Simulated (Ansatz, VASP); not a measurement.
One calculation of Ce, two programs

POSCAR

```
Ce
1.0
    0.0000000000      2.3311998837      2.3311998837
    2.3311998837      0.0000000000      2.3311998837
    2.3311998837      2.3311998837      0.0000000000
Ce
1
Direct
    0.0000000000      0.0000000000      0.0000000000
```

File INCAR.step1:

```
SYSTEM = Ce
  ALGO = Normal
  EDIFF = 1E-4
  ENCUT = 520
  GGA = PE
  ISMEAR = 0
  LASPH = .True.
  LCHARG = .False.
  LREAL = .False.
  LWAVE = .True.
  NBANDS = 12
  NELM = 60
  PREC = Accurate
  SIGMA = 0.05
```

The input INCAR.step2:

```
SYSTEM = Ce
  ALGO = Normal
  EDIFF = 1E-7
  ENCUT = 520
  ISIF = 2
  ISMEAR = 0
  ISTART = 1
  LASPH = .True.
  LCHARG = .False.
  LMIXTAU = .True.
  LREAL = .False.
  LWAVE = .False.
  METAGGA = R2SCAN
  NBANDS = 12
  NELM = 60
  PREC = Accurate
  SIGMA = 0.05
```

KPOINTS

```
k-points
0
Gamma
  16 16 16
  0 0 0
```

Input for Ansatz:

```yaml
crystal:
  lattice:
    - [0.0, 2.3311998837, 2.3311998837]
    - [2.3311998837, 0.0, 2.3311998837]
    - [2.3311998837, 2.3311998837, 0.0]
  atoms:
    - { symbol: Ce, position: [0.0, 0.0, 0.0] }
basis:
  ecutwfc: 500
  ecutrho_ratio: 4
kpoints:
  mp_grid: { grid: [16, 16, 16] }
  band_path:
    path:
      - [[0.0, 0.0, 0.0], [0.5, 0.0, 0.5], [0.625, 0.25, 0.625]]
      - [[0.375, 0.375, 0.75], [0.0, 0.0, 0.0], [0.5, 0.5, 0.5], [0.5, 0.25, 0.75], [0.5, 0.0, 0.5]]
    npoints: 14
hamiltonian:
  xc: r2scan
scf:
  occupations: { method: gaussian, width: 0.05 }
  n_extra_bands: 17
output:
  forces: true
  stress: true
  eigenvalues: true
  populations: true
  hubbard: { sites: [{ species: Ce, l: f }] }
  dos: { projected: true, de: 0.02, nscf_kmesh: { grid: [24, 24, 24] } }
  bader: true
```

Alike in both runs: task single point; functional r2SCAN; k mesh 16 × 16 × 16; occupations gaussian, width 0.05 eV; no spin polarisation.

```csv
,VASP,Ansatz
version,VASP 6.6.1,Ansatz 0.2.0
potentials or method,"VASP PAW PBE potentials, release 64 (Ce), cutoff 520 eV","scalar-relativistic, plane waves, PAW"
valence electrons in the cell,12,12
```

|  | VASP | Ansatz | Ansatz less VASP |
| --- | --- | --- | --- |
| gap on the k mesh at the Fermi level (eV) | none | none | - |
| pressure (GPa) | -0.3 | 0.0 | +0.27 |

VASP's potentials were made for PBE, not for r2SCAN. A gap of «none» marks a metal or a gap that the smearing closes.

Neither program's run includes spin-orbit coupling.
